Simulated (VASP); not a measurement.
# Ta in VASP: notebook, part 2 of 2

VASP 6.6.1. The steps go on from the part before.

### Step 3. Relaxation of the atoms, PBEsol

INCAR

```
SYSTEM = Ta
  PREC = Accurate
  ENCUT = 520
  EDIFF = 1E-6
  ISMEAR = -1
  SIGMA = 0.08
  LREAL = .FALSE.
  LASPH = .TRUE.
  NELM = 100
  ALGO = Normal
  ISIF = 2
  LWAVE = .FALSE.
  LCHARG = .FALSE.
  LDIPOL = .TRUE.
  IDIPOL = 3
  DIPOL = 0.5 0.5 0.500
  GGA = PS
  IBRION = 2
  NSW = 32
  EDIFFG = -0.01
  KPAR = 2
```

KPOINTS

```
regular mesh
0
G
  8 8 1
  0 0 0
```

POSCAR

```
Ta
1.0
    4.6404568516      0.0000000000      0.0000000000
   -2.3202284258      4.0187535186      0.0000000000
    0.0000000000      0.0000000000     19.7889000000
Ta
5
Direct
    0.8333333333      0.1666666667      0.4160338701
    0.1666666667      0.8333333333      0.4560264764
    0.5000000000      0.5000000000      0.4999999860
    0.8333333333      0.1666666667      0.5439735287
    0.1666666667      0.8333333333      0.5839661388
```

Potentials or basis: VASP PAW PBE potentials, release 64 (Ta_pv).

The run is started by

```bash
$ cat potpaw_PBE.64/Ta_pv/POTCAR > POTCAR
$ mpirun -np 2 vasp_std > vasp.out
```

OUTCAR:

```text
SYSTEM = Ta
   PREC = Accurate
   ENCUT = 520
   EDIFF = 1E-6
   ISMEAR = -1
   LREAL = .FALSE.
   LASPH = .TRUE.
   NELM = 100
   ISIF = 2
   GGA = PS
   IBRION = 2
   NSW = 32
   EDIFFG = -0.01

 ion  position               nearest neighbor table
   1  0.833  0.167  0.416-   4 2.53   2 2.79   2 2.79   2 2.79   3 3.15   3 3.15   3 3.15
   2  0.167  0.833  0.456-   5 2.53   1 2.79   1 2.79   1 2.79   3 2.82   3 2.82   3 2.82   4 3.19
                             4 3.19   4 3.19
   3  0.500  0.500  0.500-   2 2.82   2 2.82   2 2.82   4 2.82   4 2.82   4 2.82   1 3.15   1 3.15
                             1 3.15   5 3.15   5 3.15   5 3.15
   4  0.833  0.167  0.544-   1 2.53   5 2.79   5 2.79   5 2.79   3 2.82   3 2.82   3 2.82   2 3.19
                             2 3.19   2 3.19
   5  0.167  0.833  0.584-   2 2.53   4 2.79   4 2.79   4 2.79   3 3.15   3 3.15   3 3.15

  LATTYP: Found a hexagonal cell.
 ALAT       =     4.6404568516
 C/A-ratio  =     4.2644292648

  Lattice vectors:

 A1 = (   4.6404568516,   0.0000000000,   0.0000000000)
 A2 = (  -2.3202284258,   4.0187535186,   0.0000000000)
 A3 = (   0.0000000000,   0.0000000000,  19.7889000000)

Analysis of symmetry for initial positions (statically):
=====================================================================
 Subroutine PRICEL returns:
 Original cell was already a primitive cell.

 Routine SETGRP: Setting up the symmetry group for a
 hexagonal supercell.

 Subroutine GETGRP returns: Found 12 space group operations
 (whereof  4 operations were pure point group operations)
 out of a pool of 24 trial point group operations.

The static configuration has the point symmetry C_2h.
 The point group associated with its full space group is D_3d.

Analysis of symmetry for dynamics (positions and initial velocities):
=====================================================================
 Subroutine PRICEL returns:
 Original cell was already a primitive cell.

 Routine SETGRP: Setting up the symmetry group for a
 hexagonal supercell.

 Subroutine GETGRP returns: Found 12 space group operations
 (whereof  4 operations were pure point group operations)
 out of a pool of 24 trial point group operations.

The dynamic configuration has the point symmetry C_2h.
 The point group associated with its full space group is D_3d.

 Subroutine INISYM returns: Found 12 space group operations
 (whereof  4 operations are pure point group operations),
 and found     1 'primitive' translations

----------------------------------------------------------------------------------------

                                     Primitive cell

  volume of cell :     369.0403

  direct lattice vectors                    reciprocal lattice vectors
     4.640456852  0.000000000  0.000000000     0.215496024  0.124416687  0.000000000
[... 122 lines left out ...]
 Free energy of the ion-electron system (eV)
  ---------------------------------------------------
  ext. energy  EPLUGINS =         0.00000000
  ---------------------------------------------------
  free energy    TOTEN  =       -55.80533935 eV

  energy without entropy =      -55.70826198  energy(sigma->0) =      -55.75680067

------------------------ aborting loop because EDIFF is reached ----------------------------------------

  FORCE on cell =-STRESS in cart. coord.  units (eV):
  Direction    XX          YY          ZZ          XY          YZ          ZX
  --------------------------------------------------------------------------------------
  -------------------------------------------------------------------------------------
  Total       -4.1717150     -4.1717150      0.0923185     -0.0000000      0.0000000      0.0000000
  in kB      -18.1113763    -18.1113763      0.4007979     -0.0000000      0.0000000      0.0000000
  external PRESSURE =     -11.9406515 kB  Pullay stress =       0.0000000 kB

 VOLUME and BASIS-vectors are now :
 -----------------------------------------------------------------------------
  energy-cutoff  :      520.00
  volume of cell :      369.04
      direct lattice vectors                 reciprocal lattice vectors
     4.640456852  0.000000000  0.000000000     0.215496024  0.124416687  0.000000000
    -2.320228426  4.018753519  0.000000000     0.000000000  0.248833375  0.000000000
     0.000000000  0.000000000 19.788900000     0.000000000  0.000000000  0.050533380

 POSITION                                       TOTAL-FORCE (eV/Angst)
 -----------------------------------------------------------------------------------
      3.48034      0.66979      8.23285         0.000000      0.000000     -0.024355
     -1.16011      3.34896      9.02426        -0.000000      0.000000     -0.022714
      1.16011      2.00938      9.89445        -0.000000      0.000000      0.000000
      3.48034      0.66979     10.76464        -0.000000     -0.000000      0.022714
     -1.16011      3.34896     11.55605         0.000000     -0.000000      0.024355
 -----------------------------------------------------------------------------------
    total drift:                                0.000000     -0.000000      0.000386

  FREE ENERGIE OF THE ION-ELECTRON SYSTEM (eV)
  ---------------------------------------------------
  free  energy   TOTEN  =       -55.8053393546 eV

  energy  without entropy=      -55.7082619767  energy(sigma->0) =      -55.75680067

--------------------------------------- Ionic step        2  -------------------------------------------

 number of electron      55.0000001 magnetization

 dipolmoment           0.000000      0.000000      0.000002 electrons x Angstroem

 Free energy of the ion-electron system (eV)
  ---------------------------------------------------
  ext. energy  EPLUGINS =         0.00000000
  ---------------------------------------------------
  free energy    TOTEN  =       -55.80539125 eV

  energy without entropy =      -55.70818375  energy(sigma->0) =      -55.75678750

 E-fermi :  -1.4421     XC(G=0):  -4.1683

 val. band max:       -1.4545328130   @ k =   0.3750  -0.0000   0.0000
 cond. band min:      -1.4056270550   @ k =   0.2500   0.2500   0.0000
 fundamental gap:      0.0489057580
 Fermi energy:        -1.4420547915

 k-point     1 :       0.0000    0.0000    0.0000
  band No.  band energies     occupation
      1     -35.9162      2.00000
      2     -35.8707      2.00000
      3     -35.6649      2.00000
      4     -35.6649      2.00000
      5     -35.6156      2.00000
      6     -35.6156      2.00000
[... 349 lines left out ...]
     32      -0.1699      0.00000
     33      -0.0935      0.00000

------------------------ aborting loop because EDIFF is reached ----------------------------------------

 vacuum level on the upper side and lower side of the slab       (xc-potential included)        -0.130        -0.130

  FORCE on cell =-STRESS in cart. coord.  units (eV):
  Direction    XX          YY          ZZ          XY          YZ          ZX
  --------------------------------------------------------------------------------------
  -------------------------------------------------------------------------------------
  Total       -4.2082337     -4.2082337     -0.0227833      0.0000000      0.0000000     -0.0000000
  in kB      -18.2699209    -18.2699209     -0.0989130      0.0000000      0.0000000     -0.0000000
  external PRESSURE =     -12.2129183 kB  Pullay stress =       0.0000000 kB

 VOLUME and BASIS-vectors are now :
 -----------------------------------------------------------------------------
  energy-cutoff  :      520.00
  volume of cell :      369.04
      direct lattice vectors                 reciprocal lattice vectors
     4.640456852  0.000000000  0.000000000     0.215496024  0.124416687  0.000000000
    -2.320228426  4.018753519  0.000000000     0.000000000  0.248833375  0.000000000
     0.000000000  0.000000000 19.788900000     0.000000000  0.000000000  0.050533380

 POSITION                                       TOTAL-FORCE (eV/Angst)
 -----------------------------------------------------------------------------------
      3.48034      0.66979      8.23168         0.000000     -0.000000      0.001832
     -1.16011      3.34896      9.02317        -0.000000      0.000000     -0.001489
      1.16011      2.00938      9.89445         0.000000     -0.000000      0.000000
      3.48034      0.66979     10.76573         0.000000     -0.000000      0.001489
     -1.16011      3.34896     11.55722        -0.000000     -0.000000     -0.001832
 -----------------------------------------------------------------------------------
    total drift:                                0.000000     -0.000000      0.000386

  FREE ENERGIE OF THE ION-ELECTRON SYSTEM (eV)
  ---------------------------------------------------
  free  energy   TOTEN  =       -55.8053912534 eV

  energy  without entropy=      -55.7081837470  energy(sigma->0) =      -55.75678750

 reached required accuracy - stopping structural energy minimisation

 vacuum level on the upper side and lower side of the slab         2.238         2.238
```

It took 2.2 min on 2 MPI ranks of Intel Xeon Platinum 8559C (Emerald Rapids), shared host; peak memory 0.5 GiB.

Results:

```yaml
Free_energy: -55.8054 eV
Energy_gained_by_relaxing: 0.0 meV/atom
Ionic_steps: 2
Band_gap_on_the_k_mesh: zero (an odd number of electrons rules out a gap without spin polarisation)
```

Final structure:
```yaml
crystal:
  lattice:
    - [4.64046, 0.00000, 0.00000]
    - [-2.32023, 4.01875, 0.00000]
    - [0.00000, 0.00000, 19.78890]
  atoms:
    - { symbol: Ta, position: [0.83333, 0.16667, 0.41597] }
    - { symbol: Ta, position: [0.16667, 0.83333, 0.45597] }
    - { symbol: Ta, position: [0.50000, 0.50000, 0.50000] }
    - { symbol: Ta, position: [0.83333, 0.16667, 0.54403] }
    - { symbol: Ta, position: [0.16667, 0.83333, 0.58403] }
```

Levels at points of the mesh, in eV from the Fermi level:
```
           k point  band 26  band 27  band 28  band 29  band 30  band 31
(0.00, 0.00, 0.00)    -0.70    -0.48    -0.48     0.31     0.31     0.77
(0.50, 0.00, 0.00)    -0.87    -0.84    -0.59     0.37     0.67     1.22
```

Caveat: the PAW data sets were made with another functional, which shifts forces and pressure a little; spin-orbit coupling is left out, which moves the levels of the heavy elements.

The gap in the log of VASP goes by the Fermi energy; the results here count the filled bands.